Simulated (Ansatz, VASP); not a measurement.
# One calculation of Ti, two programs

The input INCAR:

```
SYSTEM = Ti
PREC = Accurate
ENCUT = 400
EDIFF = 1E-8
ISMEAR = -1
SIGMA = 0.05
LREAL = .False.
LASPH = .True.
NELM = 120
ALGO = Normal
ISIF = 2
LWAVE = .False.
LCHARG = .False.
GGA = CA
LEFG = .True.
NBANDS = 12
GGA_COMPAT = .False.
```

The input KPOINTS:

```
Automatic mesh
0
Gamma
  15 15 15
  0 0 0
```

File POSCAR:

```
Ti
1.0
    0.0000000000      2.0232106516      2.0232106516
    2.0232106516      0.0000000000      2.0232106516
    2.0232106516      2.0232106516      0.0000000000
Ti
1
Direct
    0.0000000000      0.0000000000      0.0000000000
```

Input for Ansatz:

```yaml
crystal:
  lattice:
    - [0.0, 2.0232106516, 2.0232106516]
    - [2.0232106516, 0.0, 2.0232106516]
    - [2.0232106516, 2.0232106516, 0.0]
  atoms:
    - { symbol: Ti, position: [0.0, 0.0, 0.0] }
kpoints:
  mp_grid: { grid: [15, 15, 15] }
scf:
  occupations: { method: fermi_dirac, width: 0.05 }
hamiltonian:
  xc: lda
  pseudopotentials: { kind: all_electron, datasets: crystal }
output:
  forces: true
  stress: true
  eigenvalues: true
  efg: { contact_densities: true }
```

Change from the starting cell: volume scaled by 0.99, crystal datasets.

Alike in both runs: task electric field gradients; functional LDA; k mesh 15 × 15 × 15; occupations fermi-dirac, width 0.05 eV; no spin polarisation.

|  | VASP | Ansatz |
| --- | --- | --- |
| version | VASP 6.6.1 | Ansatz 0.2.0 |
| potentials or method | VASP PAW LDA potentials, release 64 (Ti_sv), cutoff 400 eV | all-electron PAW with datasets made for the crystal, scalar-relativistic |

|  | VASP | Ansatz | Ansatz less VASP |
| --- | --- | --- | --- |
| pressure (GPa) | -4.6 | -3.7 | +0.89 |

LDA's correlation is that of Perdew and Zunger in VASP and of Perdew and Wang (1992) in Ansatz. Ansatz ran all-electron here, and VASP with PAW potentials.
